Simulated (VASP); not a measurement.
# PdI (zincblende type) (F-43m) in VASP: further runs

Runs on PdI (zincblende type). Level: PBEsol. Tasks: single point.

All numbers are computed with VASP 6.6.1; they aren't measurements. Logs are shortened: lines on timing, memory, paths and dates and some standing lists are left out, and cuts for length are marked.

## 1. The cell of the first run

It takes space group F-43m (No. 216, cubic). Conventional cell: a = 5.865 Å, b = 5.865 Å, c = 5.865 Å, α = 90.00°, β = 90.00°, γ = 90.00°. Within 3.4 Å of Pd (site symmetry -43m) lie 4 I at 2.54 Å. Within 3.4 Å of I (site symmetry -43m) lie 4 Pd at 2.54 Å.

## 2. Single point, PBEsol (25.22 Å³/atom)

Input file INCAR:

```
SYSTEM = PdI
PREC = Accurate
ENCUT = 520
EDIFF = 1E-6
ISMEAR = -1
SIGMA = 0.1
LREAL = .False.
LASPH = .True.
NELM = 80
ALGO = Normal
ISIF = 2
LWAVE = .False.
LCHARG = .True.
GGA = PS
LELF = .True.
LVHAR = .True.
NBANDS = 16
```

Input file KPOINTS:

```
Automatic mesh
0
Gamma
  12 12 12
  0 0 0
```

Input file POSCAR:

```
PdI
1.0
    0.0000000000      2.9327423187      2.9327423187
    2.9327423187      0.0000000000      2.9327423187
    2.9327423187      2.9327423187      0.0000000000
Pd I
1 1
Direct
    0.0000000000      0.0000000000      0.0000000000
    0.2500000000      0.2500000000      0.2500000000
```

Potentials or basis: VASP PAW PBE potentials, release 64 (Pd, I).

Launch:

```bash
cat potpaw_PBE.64/Pd/POTCAR potpaw_PBE.64/I/POTCAR > POTCAR
mpirun -np 1 vasp_std > vasp.out
```

OUTCAR:

```text
SYSTEM = PdI
   PREC = Accurate
   ENCUT = 520
   EDIFF = 1E-6
   ISMEAR = -1
   LREAL = .False.
   LASPH = .True.
   NELM = 80
   ISIF = 2
   GGA = PS

 ion  position               nearest neighbor table
   1  0.000  0.000  0.000-   2 2.54   2 2.54   2 2.54   2 2.54
   2  0.250  0.250  0.250-   1 2.54   1 2.54   1 2.54   1 2.54

  LATTYP: Found a face centered cubic cell.
 ALAT       =     5.8654846374

  Lattice vectors:

 A1 = (   0.0000000000,   2.9327423187,   2.9327423187)
 A2 = (   2.9327423187,   0.0000000000,   2.9327423187)
 A3 = (   2.9327423187,   2.9327423187,   0.0000000000)

Analysis of symmetry for initial positions (statically):
=====================================================================
 Subroutine PRICEL returns:
 Original cell was already a primitive cell.

 Routine SETGRP: Setting up the symmetry group for a
 face centered cubic supercell.

 Subroutine GETGRP returns: Found 24 space group operations
 (whereof 24 operations were pure point group operations)
 out of a pool of 48 trial point group operations.

The static configuration has the point symmetry T_d .

Analysis of symmetry for dynamics (positions and initial velocities):
=====================================================================
 Subroutine PRICEL returns:
 Original cell was already a primitive cell.

 Routine SETGRP: Setting up the symmetry group for a
 face centered cubic supercell.

 Subroutine GETGRP returns: Found 24 space group operations
 (whereof 24 operations were pure point group operations)
 out of a pool of 48 trial point group operations.

The dynamic configuration has the point symmetry T_d .

 Subroutine INISYM returns: Found 24 space group operations
 (whereof 24 operations are pure point group operations),
 and found     1 'primitive' translations

----------------------------------------------------------------------------------------

                                     Primitive cell

  volume of cell :      50.4489

  direct lattice vectors                    reciprocal lattice vectors
     0.000000000  2.932742319  2.932742319    -0.170488896  0.170488896  0.170488896
     2.932742319  0.000000000  2.932742319     0.170488896 -0.170488896  0.170488896
     2.932742319  2.932742319  0.000000000     0.170488896  0.170488896 -0.170488896

  length of vectors
[... 79 lines left out ...]
   LASPH  =      T    aspherical Exc in radial PAW
   ENCUT  =  520.0 eV  38.22 Ry    6.18 a.u.   7.71  7.71  7.71*2*pi/ulx,y,z
   NELM   =     80;   NELMIN=  2; NELMDL= -5     # of ELM steps
   EDIFF  = 0.1E-05   stopping-criterion for ELM
   LREAL  =      F    real-space projection
   EDIFFG = 0.1E-04   stopping-criterion for IOM
   NSW    =      0    number of steps for IOM
   IBRION =     -1    ionic relax: 0-MD 1-quasi-New 2-CG
   NFREE  =      0    steps in history (QN), initial steepest desc. (CG)
   ISIF   =      2    stress and relaxation
   ISYM   =      2    0-nonsym 1-usesym 2-fastsym
   POTIM  = 0.5000    time-step for ionic-motion
   TEBEG  =    0.0;   TEEND  =   0.0 temperature during run
   PSTRESS=    0.0 pullay stress
   NELECT =      17.0000    total number of electrons
   NUPDOWN=      -1.0000    fix difference up-down
   EMIN   =  10.00;   EMAX   =-10.00  energy-range for DOS
   EFERMI =   0.00;   METHOD = LEGACY
   ISMEAR =    -1;   SIGMA  =   0.10  broadening in eV -4-tet -1-fermi 0-gaus
   EFERMI_NEDOS =   21; number of points for ismear=-14 and -15
   IALGO  =     38    algorithm
   IMIX   =      4    mixing-type and parameters
     AMIX     =   0.40;   BMIX     =  1.00
     AMIX_MAG =   1.60;   BMIX_MAG =  1.00
  volume/ion in A,a.u.               =      25.22       170.22
  Fermi-wavevector in a.u.,A,eV,Ry     =   1.139219  2.152812 17.657913  1.297820
  Thomas-Fermi vector in A             =   2.275923
   LORBIT       =      0    0 simple, 1 ext, 2 COOP (PROOUT), +10 PAW based schemes
   GGA     = PS    functional components
   LHFCALC =     F    Hartree Fock is set to
   AEXX    =    0.0000 exact exchange contribution
   IVDW    =     0    specifies the selected vdW correction
   LEPSILON=     F    determine dielectric tensor
   LRPA    =     F    only Hartree local field effects (RPA)
 non-spin polarized calculation
  energy-cutoff  :      520.00
  volume of cell :       50.45
 maximum number of plane-waves:      1380
   NGX = 15   NGY = 15   NGZ = 15

 number of electron      17.0000003 magnetization

 Free energy of the ion-electron system (eV)
  ---------------------------------------------------
  ext. energy  EPLUGINS =         0.00000000
  ---------------------------------------------------
  free energy    TOTEN  =        -7.51791237 eV

  energy without entropy =       -7.46820695  energy(sigma->0) =       -7.49305966

 E-fermi :   6.7026     XC(G=0): -10.1921

 val. band max:        6.6884439239   @ k =  -0.2500   0.2500   0.0833
 cond. band min:       6.7087174149   @ k =   0.5000   0.0000   0.0000
 fundamental gap:      0.0202734909
 Fermi energy:         6.7025723997

 k-point     1 :       0.0000    0.0000    0.0000
  band No.  band energies     occupation
      1      -8.0532      2.00000
      2       1.3986      2.00000
      3       1.3986      2.00000
      4       1.3986      2.00000
      5       3.9935      2.00000
      6       3.9935      2.00000
[... 433 lines left out ...]
      3       1.4960      2.00000
      4       1.7487      2.00000
      5       3.9247      2.00000
      6       4.0120      2.00000
[... 8 lines left out ...]
     15      17.7108      0.00000
     16      18.2676      0.00000

 [... further k-points ...]

------------------------ aborting loop because EDIFF is reached ----------------------------------------

  FORCE on cell =-STRESS in cart. coord.  units (eV):
  Direction    XX          YY          ZZ          XY          YZ          ZX
  --------------------------------------------------------------------------------------
  -------------------------------------------------------------------------------------
  Total        2.6341832      2.6341832      2.6341832      0.0000000     -0.0000000      0.0000000
  in kB       83.6574942     83.6574942     83.6574942      0.0000000     -0.0000000      0.0000000
  external PRESSURE =      83.6574942 kB  Pullay stress =       0.0000000 kB

 VOLUME and BASIS-vectors are now :
 -----------------------------------------------------------------------------
  energy-cutoff  :      520.00
  volume of cell :       50.45
      direct lattice vectors                 reciprocal lattice vectors
     0.000000000  2.932742319  2.932742319    -0.170488896  0.170488896  0.170488896
     2.932742319  0.000000000  2.932742319     0.170488896 -0.170488896  0.170488896
     2.932742319  2.932742319  0.000000000     0.170488896  0.170488896 -0.170488896

 POSITION                                       TOTAL-FORCE (eV/Angst)
 -----------------------------------------------------------------------------------
      0.00000      0.00000      0.00000         0.000000      0.000000      0.000000
      1.46637      1.46637      1.46637        -0.000000     -0.000000     -0.000000
 -----------------------------------------------------------------------------------
    total drift:                                0.000000      0.000000      0.000000

  FREE ENERGIE OF THE ION-ELECTRON SYSTEM (eV)
  ---------------------------------------------------
  free  energy   TOTEN  =        -7.5179123720 eV

  energy  without entropy=       -7.4682069455  energy(sigma->0) =       -7.49305966
```

OSZICAR:

```text
N       E                     dE             d eps       ncg     rms          rms(c)
DAV:   1     0.855198407069E+02    0.85520E+02   -0.69266E+03  2304   0.885E+02
DAV:   2    -0.462844273932E+01   -0.90148E+02   -0.83314E+02  2912   0.194E+02
DAV:   3    -0.756951864550E+01   -0.29411E+01   -0.29306E+01  2880   0.361E+01
DAV:   4    -0.761562173898E+01   -0.46103E-01   -0.46100E-01  3312   0.447E+00
DAV:   5    -0.761634723052E+01   -0.72549E-03   -0.72548E-03  3120   0.454E-01    0.981E+00
DAV:   6    -0.754605131325E+01    0.70296E-01   -0.54561E-02  2880   0.209E+00    0.582E+00
DAV:   7    -0.751896820143E+01    0.27083E-01   -0.34590E-02  2936   0.121E+00    0.781E-01
DAV:   8    -0.751812429349E+01    0.84391E-03   -0.68910E-03  2680   0.853E-01    0.446E-01
DAV:   9    -0.751790559240E+01    0.21870E-03   -0.11804E-03  2712   0.209E-01    0.938E-02
DAV:  10    -0.751790554301E+01    0.49399E-07   -0.44083E-05  3144   0.589E-02    0.378E-02
DAV:  11    -0.751791220675E+01   -0.66637E-05   -0.71410E-06  2648   0.177E-02    0.780E-03
DAV:  12    -0.751791237203E+01   -0.16529E-06   -0.31803E-07  2552   0.425E-03
   1 F= -.75179124E+01 E0= -.74930597E+01  d E =-.497054E-01
```

It took 59 s on 1 thread of AMD EPYC 7R43 (Zen 3), shared host; peak memory 0.18 GiB.

Results:

```yaml
Free_energy: -7.5179 eV
Pressure: 8.4 GPa
Band_gap_on_the_k_mesh: zero (an odd number of electrons rules out a gap without spin polarisation)
```

Caveat: the cell stands under pressure; the PAW data sets were made with another functional, which shifts forces and pressure a little; spin-orbit coupling is left out, which moves the levels of the heavy elements; an odd number of electrons without spin polarisation forces a metal; a magnetic or distorted state may lie lower.

## 3. Single point, PBEsol

This run uses another cell than the first one, of 28.03 Å³/atom.

Input file INCAR:

```
SYSTEM = PdI
  ALGO = Normal
  EDIFF = 1E-7
  ENCUT = 520
  GGA = PS
  ISIF = 2
  ISMEAR = -1
  LASPH = .TRUE.
  LCHARG = .FALSE.
  LREAL = .FALSE.
  LWAVE = .FALSE.
  NBANDS = 16
  NELM = 100
  PREC = Accurate
  SIGMA = 0.1
```

Input file KPOINTS:

```
k-points
0
G
  12 12 12
  0 0 0
```

Input file POSCAR:

```
PdI
1.0
    0.0000000000      3.0375707548      3.0375707548
    3.0375707548      0.0000000000      3.0375707548
    3.0375707548      3.0375707548      0.0000000000
Pd I
1 1
Direct
    0.0000000000      0.0000000000      0.0000000000
    0.2500000000      0.2500000000      0.2500000000
```

Potentials or basis: VASP PAW PBE potentials, release 64 (Pd, I).

Launch:

```bash
cat potpaw_PBE.64/Pd/POTCAR potpaw_PBE.64/I/POTCAR > POTCAR
mpirun -np 1 vasp_std > vasp.out
```

It took 64 s on 1 thread of AMD EPYC 7R43 (Zen 3), shared host; peak memory 0.18 GiB.

Results (log left out):

| Property | Result |
| --- | --- |
| Free energy | -7.6484 eV |
| Pressure | -0.1 GPa |
| Band gap on the k mesh | zero (an odd number of electrons rules out a gap without spin polarisation) |

Levels at points of the mesh, in eV from the Fermi level:
```csv
k point,band 7,band 8,band 9,band 10,band 11,band 12
"(0.00, 0.00, 0.00)",1.14,1.14,1.14,1.64,5.77,5.77
"(0.50, 0.00, 0.00)",-2.04,0.00,0.00,3.07,6.45,6.45
"(0.50, 0.50, 0.00)",-1.84,-1.38,-1.38,3.61,4.36,9.45
```

Caveat: the PAW data sets were made with another functional, which shifts forces and pressure a little; spin-orbit coupling is left out, which moves the levels of the heavy elements; an odd number of electrons without spin polarisation forces a metal; a magnetic or distorted state may lie lower.
